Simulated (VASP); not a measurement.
# GaN (Fm-3m) in VASP: settings compared, part 2 of 2

VASP 6.6.1.

### 3 Single point, PBE (strain +5.0%)

Contents of INCAR:

```
PREC = Accurate
ENCUT = 520
EDIFF = 1E-6
ISMEAR = -1
SIGMA = 0.02
LREAL = False
LASPH = True
NELM = 80
ALGO = Normal
ISIF = 2
LWAVE = False
LCHARG = True
GGA = PE
LELF = True
LVHAR = True
NBANDS = 16
```

Contents of KPOINTS:

```
Automatic mesh
0
Gamma
  10 10 10
```

Contents of POSCAR:

```
GaN
1.0
    0.0000000000      2.2139409981      2.2139409981
    2.2139409981      0.0000000000      2.2139409981
    2.2139409981      2.2139409981      0.0000000000
Ga N
1 1
Direct
    0.0000000000      0.0000000000      0.0000000000
    0.5000000000      0.5000000000      0.5000000000
```

Potentials or basis: VASP PAW PBE potentials, release 64 (Ga_d, N).

Started as:

```console
> cat potpaw_PBE.64/Ga_d/POTCAR potpaw_PBE.64/N/POTCAR > POTCAR
> mpirun -np 1 vasp_std > vasp.out
```

OUTCAR:

```text
PREC = Accurate
   ENCUT = 520
   EDIFF = 1E-6
   ISMEAR = -1
   LREAL = False
   LASPH = True
   NELM = 80
   ISIF = 2
   GGA = PE

 ion  position               nearest neighbor table
   1  0.000  0.000  0.000-   2 2.21   2 2.21   2 2.21   2 2.21   2 2.21   2 2.21
   2  0.500  0.500  0.500-   1 2.21   1 2.21   1 2.21   1 2.21   1 2.21   1 2.21

  LATTYP: Found a face centered cubic cell.
 ALAT       =     4.4278819962

  Lattice vectors:

 A1 = (   0.0000000000,   2.2139409981,   2.2139409981)
 A2 = (   2.2139409981,   0.0000000000,   2.2139409981)
 A3 = (   2.2139409981,   2.2139409981,   0.0000000000)

Analysis of symmetry for initial positions (statically):
=====================================================================
 Subroutine PRICEL returns:
 Original cell was already a primitive cell.

 Routine SETGRP: Setting up the symmetry group for a
 face centered cubic supercell.

 Subroutine GETGRP returns: Found 48 space group operations
 (whereof 48 operations were pure point group operations)
 out of a pool of 48 trial point group operations.

The static configuration has the point symmetry O_h .

Analysis of symmetry for dynamics (positions and initial velocities):
=====================================================================
 Subroutine PRICEL returns:
 Original cell was already a primitive cell.

 Routine SETGRP: Setting up the symmetry group for a
 face centered cubic supercell.

 Subroutine GETGRP returns: Found 48 space group operations
 (whereof 48 operations were pure point group operations)
 out of a pool of 48 trial point group operations.

The dynamic configuration has the point symmetry O_h .

 Subroutine INISYM returns: Found 48 space group operations
 (whereof 48 operations are pure point group operations),
 and found     1 'primitive' translations

----------------------------------------------------------------------------------------

                                     Primitive cell

  volume of cell :      21.7034

  direct lattice vectors                    reciprocal lattice vectors
     0.000000000  2.213940998  2.213940998    -0.225841610  0.225841610  0.225841610
     2.213940998  0.000000000  2.213940998     0.225841610 -0.225841610  0.225841610
     2.213940998  2.213940998  0.000000000     0.225841610  0.225841610 -0.225841610

  length of vectors
     3.130985386  3.130985386  3.130985386     0.391169143  0.391169143  0.391169143

  position of ions in fractional coordinates (direct lattice)
     0.000000000  0.000000000  0.000000000
     0.500000000  0.500000000  0.500000000

  ion indices of the primitive-cell ions
   primitive index   ion index
                 1           1
                 2           2

----------------------------------------------------------------------------------------

 KPOINTS: Automatic mesh

Automatic generation of k-mesh.
 Grid dimensions read from file:
 generate k-points for:   10   10   10

 Generating k-lattice:

  Cartesian coordinates                     Fractional coordinates (reciprocal lattice)
    -0.022584161  0.022584161  0.022584161     0.100000000  0.000000000  0.000000000
     0.022584161 -0.022584161  0.022584161     0.000000000  0.100000000  0.000000000
     0.022584161  0.022584161 -0.022584161     0.000000000  0.000000000  0.100000000

  Length of vectors
     0.039116914  0.039116914  0.039116914

  Shift w.r.t. Gamma in fractional coordinates (k-lattice)
     0.000000000  0.000000000  0.000000000

 Subroutine IBZKPT returns following result:
 ===========================================

 Found     47 irreducible k-points:

 Following reciprocal coordinates:
            Coordinates               Weight
  0.000000  0.000000  0.000000      1.000000
  0.100000  0.000000  0.000000      8.000000
  0.200000  0.000000  0.000000      8.000000
  0.300000  0.000000  0.000000      8.000000
  0.400000  0.000000  0.000000      8.000000
  0.500000  0.000000  0.000000      4.000000
[... 16 lines left out ...]
  0.300000  0.300000  0.000000      6.000000
  0.400000  0.300000  0.000000     24.000000
 [... further k-points ...]
   k-points           NKPTS =     47   k-points in BZ     NKDIM =     47   number of bands    NBANDS=     16
   number of dos      NEDOS =    301   number of ions     NIONS =      2
   total plane-waves  NPLWV =  13824
   dimension x,y,z NGX =    24 NGY =   24 NGZ =   24
   dimension x,y,z NGXF=    48 NGYF=   48 NGZF=   48
   ions per type =               1   1
   NGX,Y,Z   is equivalent  to a cutoff of  12.74, 12.74, 12.74 a.u.
   NGXF,Y,Z  is equivalent  to a cutoff of  25.49, 25.49, 25.49 a.u.
 SYSTEM =  unknown system
   PREC   = accura    normal or accurate (medium, high low for compatibility)
   ISTART =      0    job   : 0-new  1-cont  2-samecut
   ICHARG =      2    charge: 1-file 2-atom 10-const
   ISPIN  =      1    spin polarized calculation?
   LNONCOLLINEAR =      F non collinear calculations
   LSORBIT =      F    spin-orbit coupling
   LASPH  =      T    aspherical Exc in radial PAW
   ENCUT  =  520.0 eV  38.22 Ry    6.18 a.u.   5.82  5.82  5.82*2*pi/ulx,y,z
   NELM   =     80;   NELMIN=  2; NELMDL= -5     # of ELM steps
   EDIFF  = 0.1E-05   stopping-criterion for ELM
   LREAL  =      F    real-space projection
   EDIFFG = 0.1E-04   stopping-criterion for IOM
   NSW    =      0    number of steps for IOM
   IBRION =     -1    ionic relax: 0-MD 1-quasi-New 2-CG
   NFREE  =      0    steps in history (QN), initial steepest desc. (CG)
   ISIF   =      2    stress and relaxation
   ISYM   =      2    0-nonsym 1-usesym 2-fastsym
   POTIM  = 0.5000    time-step for ionic-motion
   TEBEG  =    0.0;   TEEND  =   0.0 temperature during run
   PSTRESS=    0.0 pullay stress
   NELECT =      18.0000    total number of electrons
   NUPDOWN=      -1.0000    fix difference up-down
   EMIN   =  10.00;   EMAX   =-10.00  energy-range for DOS
   EFERMI =   0.00;   METHOD = LEGACY
   ISMEAR =    -1;   SIGMA  =   0.02  broadening in eV -4-tet -1-fermi 0-gaus
   EFERMI_NEDOS =   21; number of points for ismear=-14 and -15
   IALGO  =     38    algorithm
   IMIX   =      4    mixing-type and parameters
     AMIX     =   0.40;   BMIX     =  1.00
     AMIX_MAG =   1.60;   BMIX_MAG =  1.00
  volume/ion in A,a.u.               =      10.85        73.23
  Fermi-wavevector in a.u.,A,eV,Ry     =   1.538118  2.906621 32.188754  2.365807
  Thomas-Fermi vector in A             =   2.644531
   LORBIT       =      0    0 simple, 1 ext, 2 COOP (PROOUT), +10 PAW based schemes
   GGA     = PE    functional components
   LHFCALC =     F    Hartree Fock is set to
   AEXX    =    0.0000 exact exchange contribution
   IVDW    =     0    specifies the selected vdW correction
   LEPSILON=     F    determine dielectric tensor
   LRPA    =     F    only Hartree local field effects (RPA)
 non-spin polarized calculation
  energy-cutoff  :      520.00
  volume of cell :       21.70
 maximum number of plane-waves:       598
   NGX = 11   NGY = 11   NGZ = 11

 number of electron      18.0000011 magnetization

 Free energy of the ion-electron system (eV)
  ---------------------------------------------------
  ext. energy  EPLUGINS =         0.00000000
  ---------------------------------------------------
  free energy    TOTEN  =       -11.07833904 eV

  energy without entropy =      -11.07788169  energy(sigma->0) =      -11.07811036

 E-fermi :   6.2733     XC(G=0): -12.3054

 val. band max:        6.2279706008   @ k =  -0.2000   0.2000   0.0000
 cond. band min:       6.7785927290   @ k =   0.4000   0.4000   0.0000
 fundamental gap:      0.5506221282
 Fermi energy:         6.2733053305

 k-point     1 :       0.0000    0.0000    0.0000
  band No.  band energies     occupation
      1      -9.7509      2.00000
      2      -7.8003      2.00000
      3      -7.8003      2.00000
      4      -7.8003      2.00000
      5      -7.7343      2.00000
      6      -7.7343      2.00000
[... 8 lines left out ...]
     15      20.2017      0.00000
     16      20.2017      0.00000
[... 419 lines left out ...]
 k-point    24 :       0.4000    0.3000    0.0000
  band No.  band energies     occupation
      1      -8.7908      2.00000
      2      -7.8834      2.00000
      3      -7.7048      2.00000
      4      -7.6701      2.00000
      5      -7.6414      2.00000
      6      -6.3178      2.00000
[... 8 lines left out ...]
     15      29.2049      0.00000
     16      30.2062      0.00000

 [... further k-points ...]

------------------------ aborting loop because EDIFF is reached ----------------------------------------

  FORCE on cell =-STRESS in cart. coord.  units (eV):
  Direction    XX          YY          ZZ          XY          YZ          ZX
  --------------------------------------------------------------------------------------
  -------------------------------------------------------------------------------------
  Total       -2.3048067     -2.3048067     -2.3048067      0.0000000     -0.0000000      0.0000000
  in kB     -170.1441287   -170.1441287   -170.1441287      0.0000000     -0.0000000      0.0000000
  external PRESSURE =    -170.1441287 kB  Pullay stress =       0.0000000 kB

 VOLUME and BASIS-vectors are now :
 -----------------------------------------------------------------------------
  energy-cutoff  :      520.00
  volume of cell :       21.70
      direct lattice vectors                 reciprocal lattice vectors
     0.000000000  2.213940998  2.213940998    -0.225841610  0.225841610  0.225841610
     2.213940998  0.000000000  2.213940998     0.225841610 -0.225841610  0.225841610
     2.213940998  2.213940998  0.000000000     0.225841610  0.225841610 -0.225841610

 POSITION                                       TOTAL-FORCE (eV/Angst)
 -----------------------------------------------------------------------------------
      0.00000      0.00000      0.00000        -0.000000      0.000000      0.000000
      2.21394      2.21394      2.21394         0.000000     -0.000000     -0.000000
 -----------------------------------------------------------------------------------
    total drift:                                0.000000     -0.000000     -0.000000

  FREE ENERGIE OF THE ION-ELECTRON SYSTEM (eV)
  ---------------------------------------------------
  free  energy   TOTEN  =       -11.0783390396 eV

  energy  without entropy=      -11.0778816857  energy(sigma->0) =      -11.07811036
```

stdout:

```text
POSCAR found type information on POSCAR GaN
 POSCAR found :  2 types and       2 ions
 scaLAPACK will be used
 LDA part: xc-table for (Slater+PW92), standard interpolation
 POSCAR, INCAR and KPOINTS ok, starting setup
 FFT: planning ... GRIDC
 FFT: planning ... GRID_SOFT
 FFT: planning ... GRID
 WAVECAR not read
 entering main loop
```

It used 12 s of CPU time on 1 thread of Intel Xeon 6975P-C, on a shared host.

Results:

```yaml
Free_energy: -11.0783 eV
Pressure: -17.0 GPa
Band_gap_on_the_k_mesh: zero (band 9 reaches 6.23 eV, above the bottom of band 10 at 6.03 eV)
```

Caveat: the cell differs from its parent crystal (strain +5.0%).

### 4 Single point, r2SCAN

Contents of POSCAR:

```
GaN
1.0
    0.0000000000      2.1085152362      2.1085152362
    2.1085152362      0.0000000000      2.1085152362
    2.1085152362      2.1085152362      0.0000000000
Ga N
1 1
Direct
    0.0000000000      0.0000000000      0.0000000000
    0.5000000000      0.5000000000      0.5000000000
```

Contents of INCAR.step1:

```
ALGO = Normal
EDIFF = 1E-4
ENCUT = 520
GGA = PE
ISMEAR = 0
LASPH = True
LCHARG = False
LREAL = False
LWAVE = True
NBANDS = 16
NELM = 60
PREC = Accurate
SIGMA = 0.01
```

Contents of INCAR.step2:

```
ALGO = Normal
EDIFF = 1E-6
ENCUT = 520
ISIF = 2
ISMEAR = 0
ISTART = 1
LASPH = True
LCHARG = False
LMIXTAU = True
LREAL = False
LWAVE = False
METAGGA = R2SCAN
NBANDS = 16
NELM = 60
PREC = Accurate
SIGMA = 0.01
```

Contents of KPOINTS:

```
k-points
0
Gamma
  10 10 10
```

Started as:

```console
> cat potpaw_PBE.64/Ga_d/POTCAR potpaw_PBE.64/N/POTCAR > POTCAR
> cp INCAR.step1 INCAR
> mpirun -np 1 vasp_std > vasp.out
> cp INCAR.step2 INCAR
> mpirun -np 1 vasp_std > vasp.out
```

It took 63 s on 1 thread of Intel Xeon 6975P-C, shared host; peak memory 0.15 GiB.

Results (log left out):

* Free energy: -20.9761 eV
* Pressure: 1.3 GPa
* Band gap on the k mesh: 1.18 eV, indirect (least direct gap 3.41 eV)

Levels at points of the mesh, in eV from the valence-band top:
| k point | band 5 | band 6 | band 7 | band 8 | band 9 | band 10 | band 11 | band 12 | band 13 | band 14 |
| --- | --- | --- | --- | --- | --- | --- | --- | --- | --- | --- |
| (0.00, 0.00, 0.00) | -14.29 | -14.29 | -0.51 | -0.51 | -0.51 | 2.90 | 15.52 | 15.52 | 15.52 | 17.05 |
| (0.50, 0.00, 0.00) | -14.13 | -14.13 | -8.36 | -0.15 | -0.15 | 5.42 | 9.88 | 9.88 | 10.44 | 17.59 |
| (0.50, 0.50, 0.00) | -14.07 | -11.51 | -7.25 | -3.12 | -3.12 | 1.18 | 8.53 | 13.15 | 15.78 | 15.78 |

Caveat: the PAW data sets were made with another functional, which shifts forces and pressure a little.

### 5 Overview

| level | cell | smearing | gap on the mesh (eV) | pressure (GPa) |
| --- | --- | --- | --- | --- |
| PBE | a = 2.982 Å, angles 60.0°, 2 atoms | fermi-dirac 0.02 eV | 0.66 | 9.1 |
| PBE | a = 3.131 Å, angles 60.0°, 2 atoms | fermi-dirac 0.02 eV | none | -17.0 |
| r2SCAN | a = 2.982 Å, angles 60.0°, 2 atoms | gaussian 0.01 eV | 1.18 | 1.3 |

Alike in all rows: task single point; potentials or basis VASP PAW PBE potentials, release 64 (Ga_d, N); no spin polarisation; k mesh 10 × 10 × 10; cutoff (eV) 520.

Caveats: the PAW data sets were made with another functional, which shifts forces and pressure a little (some runs).

Total energies depend on the potentials used, so only differences within one code and one set of settings carry meaning.
